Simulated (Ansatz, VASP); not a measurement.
## One calculation of SiC2, two programs

```
Si C
1.0
     2.47366    0.00000    0.00000
    -1.23683    2.14225    0.00000
     0.00000    0.00000    8.45373
Si C
1 2
Direct
  0.00000 0.00000 0.50000
  0.66667 0.33333 0.00000
  0.33333 0.66667 0.00000
```

Alike in both runs: task relaxation of cell and atoms; functional PBE; k mesh 24 × 24 × 6; occupations gaussian, width 0.1 eV; no spin polarisation.

|  | VASP | Ansatz |
| --- | --- | --- |
| version | VASP 6.6.1 | Ansatz 0.2.0 |
| potentials or method | VASP PAW PBE potentials, release 64 (Si, C), cutoff 600 eV | scalar-relativistic, plane waves, PAW |
| valence electrons in the cell | 12 | 12 |

VASP gave:

```
gap on the k mesh at the Fermi level, each at its own relaxed structure (eV) : none
relaxed volume (Å³/atom)                                                     : 14.97
relaxed length of the cell vector where the two differ most in proportion (Å)              : 8.496
```

Estimate Ansatz's values.

gap on the k mesh at the Fermi level, each at its own relaxed structure (eV): none; relaxed volume (Å³/atom): 15.90; relaxed length of the cell vector where the two differ most in proportion (Å): 9.021.

A gap of «none» marks a metal or a gap that the smearing closes. One of these differences is far larger than is usual between the two programs; its cause wasn't traced.
